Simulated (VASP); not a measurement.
# SnSe2 (P4mm) in VASP: notebook, part 2 of 2

VASP 6.6.1.

**3. Single point, PBE**

This run uses another cell than the first one, of 47.04 Å³/atom, 1.466 times its volume.

File INCAR:

```
SYSTEM = SnSe2
PREC = Accurate
ENCUT = 520
EDIFF = 1E-6
ISMEAR = 0
SIGMA = 0.1
LREAL = .False.
LASPH = .True.
NELM = 100
ALGO = Normal
ISIF = 2
LWAVE = .False.
LCHARG = .False.
GGA = PE
NBANDS = 20
```

File KPOINTS:

```
Automatic mesh
0
Gamma
  4 4 4
  0 0 0
```

File POSCAR:

```
SnSe2
1.0
    5.3027620035      0.0000000000      0.0000000000
    0.0000000000      5.3027620035      0.0000000000
    0.0000000000      0.0000000000      5.0188417958
Sn Se
1 2
Direct
    0.0000000000      0.0000000000      0.7127072382
    0.5000000000      0.0000000000      0.7104359959
    0.0000000000      0.5000000000      0.7104359959
```

Potentials or basis: VASP PAW PBE potentials, release 64 (Sn_d, Se).

Command:

```bash
$ cat potpaw_PBE.64/Sn_d/POTCAR potpaw_PBE.64/Se/POTCAR > POTCAR
$ mpirun -np 1 vasp_std > vasp.out
```

OUTCAR:

```text
SYSTEM = SnSe2
   PREC = Accurate
   ENCUT = 520
   EDIFF = 1E-6
   ISMEAR = 0
   LREAL = .False.
   LASPH = .True.
   NELM = 100
   ISIF = 2
   GGA = PE

 ion  position               nearest neighbor table
   1  0.000  0.000  0.713-   2 2.65   3 2.65   3 2.65   2 2.65
   2  0.500  0.000  0.710-   1 2.65   1 2.65
   3  0.000  0.500  0.710-   1 2.65   1 2.65

  LATTYP: Found a simple tetragonal cell.
 ALAT       =     5.3027620035
 C/A-ratio  =     0.9464580520

  Lattice vectors:

 A1 = (   5.3027620035,   0.0000000000,   0.0000000000)
 A2 = (   0.0000000000,   5.3027620035,   0.0000000000)
 A3 = (   0.0000000000,   0.0000000000,   5.0188417958)

Analysis of symmetry for initial positions (statically):
=====================================================================
 Subroutine PRICEL returns:
 Original cell was already a primitive cell.

 Routine SETGRP: Setting up the symmetry group for a
 simple tetragonal supercell.

 Subroutine GETGRP returns: Found  8 space group operations
 (whereof  8 operations were pure point group operations)
 out of a pool of 16 trial point group operations.

The static configuration has the point symmetry C_4v.

Analysis of symmetry for dynamics (positions and initial velocities):
=====================================================================
 Subroutine PRICEL returns:
 Original cell was already a primitive cell.

 Routine SETGRP: Setting up the symmetry group for a
 simple tetragonal supercell.

 Subroutine GETGRP returns: Found  8 space group operations
 (whereof  8 operations were pure point group operations)
 out of a pool of 16 trial point group operations.

The dynamic configuration has the point symmetry C_4v.

 Subroutine INISYM returns: Found  8 space group operations
 (whereof  8 operations are pure point group operations),
 and found     1 'primitive' translations

----------------------------------------------------------------------------------------

                                     Primitive cell

  volume of cell :     141.1262

  direct lattice vectors                    reciprocal lattice vectors
     5.302762003  0.000000000  0.000000000     0.188580970  0.000000000  0.000000000
     0.000000000  5.302762003  0.000000000     0.000000000  0.188580970  0.000000000
     0.000000000  0.000000000  5.018841796     0.000000000  0.000000000  0.199249158

  length of vectors
     5.302762003  5.302762003  5.018841796     0.188580970  0.188580970  0.199249158

  position of ions in fractional coordinates (direct lattice)
     0.000000000  0.000000000  0.712707238
     0.500000000  0.000000000  0.710435996
     0.000000000  0.500000000  0.710435996

  ion indices of the primitive-cell ions
   primitive index   ion index
                 1           1
                 2           2
                 3           3

----------------------------------------------------------------------------------------

 KPOINTS: Automatic mesh

Automatic generation of k-mesh.
 Grid dimensions read from file:
 generate k-points for:    4    4    4

 Generating k-lattice:

  Cartesian coordinates                     Fractional coordinates (reciprocal lattice)
     0.047145242  0.000000000  0.000000000     0.250000000  0.000000000  0.000000000
     0.000000000  0.047145242  0.000000000     0.000000000  0.250000000  0.000000000
     0.000000000  0.000000000  0.049812289     0.000000000  0.000000000  0.250000000

  Length of vectors
     0.047145242  0.047145242  0.049812289

  Shift w.r.t. Gamma in fractional coordinates (k-lattice)
     0.000000000  0.000000000  0.000000000

 Subroutine IBZKPT returns following result:
 ===========================================

 Found     18 irreducible k-points:

 Following reciprocal coordinates:
            Coordinates               Weight
  0.000000  0.000000  0.000000      1.000000
  0.250000  0.000000  0.000000      4.000000
  0.500000  0.000000  0.000000      2.000000
  0.250000  0.250000  0.000000      4.000000
  0.500000  0.250000  0.000000      4.000000
  0.500000  0.500000  0.000000      1.000000
[... 10 lines left out ...]
  0.500000  0.250000  0.500000      4.000000
  0.500000  0.500000  0.500000      1.000000
   k-points           NKPTS =     18   k-points in BZ     NKDIM =     18   number of bands    NBANDS=     20
   number of dos      NEDOS =    301   number of ions     NIONS =      3
   total plane-waves  NPLWV =  64000
   dimension x,y,z NGX =    40 NGY =   40 NGZ =   40
   dimension x,y,z NGXF=    80 NGYF=   80 NGZF=   80
   ions per type =               1   2
   NGX,Y,Z   is equivalent  to a cutoff of  12.54, 12.54, 13.25 a.u.
   NGXF,Y,Z  is equivalent  to a cutoff of  25.08, 25.08, 26.50 a.u.
 SYSTEM =  SnSe2
   PREC   = accura    normal or accurate (medium, high low for compatibility)
   ISTART =      0    job   : 0-new  1-cont  2-samecut
   ICHARG =      2    charge: 1-file 2-atom 10-const
   ISPIN  =      1    spin polarized calculation?
   LNONCOLLINEAR =      F non collinear calculations
   LSORBIT =      F    spin-orbit coupling
   LASPH  =      T    aspherical Exc in radial PAW
   ENCUT  =  520.0 eV  38.22 Ry    6.18 a.u.   9.86  9.86  9.33*2*pi/ulx,y,z
   NELM   =    100;   NELMIN=  2; NELMDL= -5     # of ELM steps
   EDIFF  = 0.1E-05   stopping-criterion for ELM
   LREAL  =      F    real-space projection
   EDIFFG = 0.1E-04   stopping-criterion for IOM
   NSW    =      0    number of steps for IOM
   IBRION =     -1    ionic relax: 0-MD 1-quasi-New 2-CG
   NFREE  =      0    steps in history (QN), initial steepest desc. (CG)
   ISIF   =      2    stress and relaxation
   ISYM   =      2    0-nonsym 1-usesym 2-fastsym
   POTIM  = 0.5000    time-step for ionic-motion
   TEBEG  =    0.0;   TEEND  =   0.0 temperature during run
   PSTRESS=    0.0 pullay stress
   NELECT =      26.0000    total number of electrons
   NUPDOWN=      -1.0000    fix difference up-down
   EMIN   =  10.00;   EMAX   =-10.00  energy-range for DOS
   EFERMI =   0.00;   METHOD = LEGACY
   ISMEAR =     0;   SIGMA  =   0.10  broadening in eV -4-tet -1-fermi 0-gaus
   EFERMI_NEDOS =   21; number of points for ismear=-14 and -15
   IALGO  =     38    algorithm
   IMIX   =      4    mixing-type and parameters
     AMIX     =   0.40;   BMIX     =  1.00
     AMIX_MAG =   1.60;   BMIX_MAG =  1.00
  volume/ion in A,a.u.               =      47.04       317.46
  Fermi-wavevector in a.u.,A,eV,Ry     =   0.931530  1.760336 11.806422  0.867748
  Thomas-Fermi vector in A             =   2.058033
   LORBIT       =      0    0 simple, 1 ext, 2 COOP (PROOUT), +10 PAW based schemes
   GGA     = PE    functional components
   LHFCALC =     F    Hartree Fock is set to
   AEXX    =    0.0000 exact exchange contribution
   IVDW    =     0    specifies the selected vdW correction
   LEPSILON=     F    determine dielectric tensor
   LRPA    =     F    only Hartree local field effects (RPA)
 non-spin polarized calculation
 Gauss-broadening in eV      SIGMA  =   0.10
  energy-cutoff  :      520.00
  volume of cell :      141.13
 maximum number of plane-waves:      3852
 NGX is ok and might be reduce to    40
   NGX = 19   NGY = 19   NGZ = 19

 number of electron      26.0000003 magnetization

 Free energy of the ion-electron system (eV)
  ---------------------------------------------------
  ext. energy  EPLUGINS =         0.00000000
  ---------------------------------------------------
  free energy    TOTEN  =        -9.77937418 eV

  energy without entropy =       -9.76696780  energy(sigma->0) =       -9.77317099

 E-fermi :  -0.3474     XC(G=0):  -6.6310

 val. band max:       -0.4204626779   @ k =   0.2500   0.0000   0.5000
 cond. band min:      -0.2653138727   @ k =   0.5000   0.2500   0.0000
 fundamental gap:      0.1551488053
 Fermi energy:        -0.3473914820

 k-point     1 :       0.0000    0.0000    0.0000
  band No.  band energies     occupation
      1     -21.6716      2.00000
      2     -21.5831      2.00000
      3     -21.5831      2.00000
      4     -21.5773      2.00000
      5     -21.4656      2.00000
      6     -12.9556      2.00000
[... 12 lines left out ...]
     19       7.6151      0.00000
     20       7.6151      0.00000
[... 369 lines left out ...]
 k-point    18 :       0.5000    0.5000    0.5000
  band No.  band energies     occupation
      1     -21.6637      2.00000
      2     -21.5844      2.00000
      3     -21.5844      2.00000
      4     -21.5585      2.00000
      5     -21.4676      2.00000
      6     -12.1845      2.00000
[... 12 lines left out ...]
     19       8.5013      0.00000
     20       8.5013      0.00000

------------------------ aborting loop because EDIFF is reached ----------------------------------------

  FORCE on cell =-STRESS in cart. coord.  units (eV):
  Direction    XX          YY          ZZ          XY          YZ          ZX
  --------------------------------------------------------------------------------------
  -------------------------------------------------------------------------------------
  Total        0.3221538      0.3221538      0.2130995      0.0000000      0.0000000      0.0000000
  in kB        3.6573460      3.6573460      2.4192751      0.0000000      0.0000000      0.0000000
  external PRESSURE =       3.2446557 kB  Pullay stress =       0.0000000 kB

 VOLUME and BASIS-vectors are now :
 -----------------------------------------------------------------------------
  energy-cutoff  :      520.00
  volume of cell :      141.13
      direct lattice vectors                 reciprocal lattice vectors
     5.302762003  0.000000000  0.000000000     0.188580970  0.000000000  0.000000000
     0.000000000  5.302762003  0.000000000     0.000000000  0.188580970  0.000000000
     0.000000000  0.000000000  5.018841796     0.000000000  0.000000000  0.199249158

 POSITION                                       TOTAL-FORCE (eV/Angst)
 -----------------------------------------------------------------------------------
      0.00000      0.00000      3.57696         0.000000     -0.000000     -0.005663
      2.65138      0.00000      3.56557         0.000000      0.000000      0.002832
      0.00000      2.65138      3.56557         0.000000     -0.000000      0.002832
 -----------------------------------------------------------------------------------
    total drift:                               -0.000000      0.000000     -0.000020

  FREE ENERGIE OF THE ION-ELECTRON SYSTEM (eV)
  ---------------------------------------------------
  free  energy   TOTEN  =        -9.7793741755 eV

  energy  without entropy=       -9.7669678004  energy(sigma->0) =       -9.77317099
```

stdout:

```text
POSCAR found type information on POSCAR SnSe
 POSCAR found :  2 types and       3 ions
 scaLAPACK will be used
 LDA part: xc-table for (Slater+PW92), standard interpolation
 POSCAR, INCAR and KPOINTS ok, starting setup
 FFT: planning ... GRIDC
 FFT: planning ... GRID_SOFT
 FFT: planning ... GRID
 WAVECAR not read
 entering main loop
```

Run time: 40 s. Hardware: 1 thread of Intel Xeon Platinum 8375C at 2.90GHz (Ice Lake), shared host; peak memory 0.25 GiB.

What came out:

- Free energy: -9.7794 eV
- Pressure: 0.3 GPa
- Largest force: 0.006 eV/Å
- Band gap on the k mesh: zero (band 13 reaches 0.39 eV, above the bottom of band 14 at -0.56 eV)

Forces in eV/Å, atoms in the order of the input:
```
Sn   0.000  0.000 -0.006
Se   0.000  0.000  0.003
Se   0.000  0.000  0.003
```

Caveat: spin-orbit coupling is left out, which moves the levels of the heavy elements.
